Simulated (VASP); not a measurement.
RbHoBr4, 6 atoms in the cell. Symmetry: P6/mmm, No. 191, hexagonal system. The conventional cell has a = 5.365 Å, b = 5.365 Å, c = 11.684 Å, α = 90.00°, β = 90.00°, γ = 120.00°. Within 4.1 Å of Rb (site symmetry 6/mmm) lie 2 Br at 3.09 Å. Within 3.6 Å of Ho (site symmetry 6/mmm) lie 8 Br at 2.76 to 3.10 Å. Within 3.6 Å of Br (site symmetry 6mm) lie 1 Ho at 2.76 Å and 1 Rb at 3.09 Å. Within 4.2 Å of Br (site symmetry -6m2) lie 9 Br at 3.10 to 4.15 Å and 3 Ho at 3.10 Å. The cell was built from a structure type or drawn by symmetry, and may not be a known phase.

```yaml
Program: VASP 6.6.1
Task: single point
Functional: PBE
Potentials_or_basis: VASP PAW PBE potentials, release 64 (Rb_sv, Ho_3, Br), 4f in core
Cutoff: 500 eV
k_mesh: 6 × 6 × 2
Occupations: gaussian, width 0.1 eV
Spin: no spin polarisation
Dipole_correction: no
Mended: yes
Further_INCAR_settings: ALGO = Normal; EDIFF = 1e-06; NBANDS = 32
```

Potentials or basis: VASP PAW PBE potentials, release 64 (Rb_sv, Ho_3, Br), 4f in core.

Launch:

```bash
$ cat potpaw_PBE.64/Rb_sv/POTCAR potpaw_PBE.64/Ho_3/POTCAR potpaw_PBE.64/Br/POTCAR > POTCAR
$ mpirun -np 1 vasp_std > vasp.out
```

Hardware: 1 thread of Intel(R) Xeon(R) 6975P-C (Granite Rapids) (shared host).

Task: How long does it take, and how much memory?

Result: Wall time 2.8 min on 1 thread of Intel(R) Xeon(R) 6975P-C (Granite Rapids), with other jobs on the host, peak memory 0.44 GiB. Counts: scf iterations 17, k points 14.
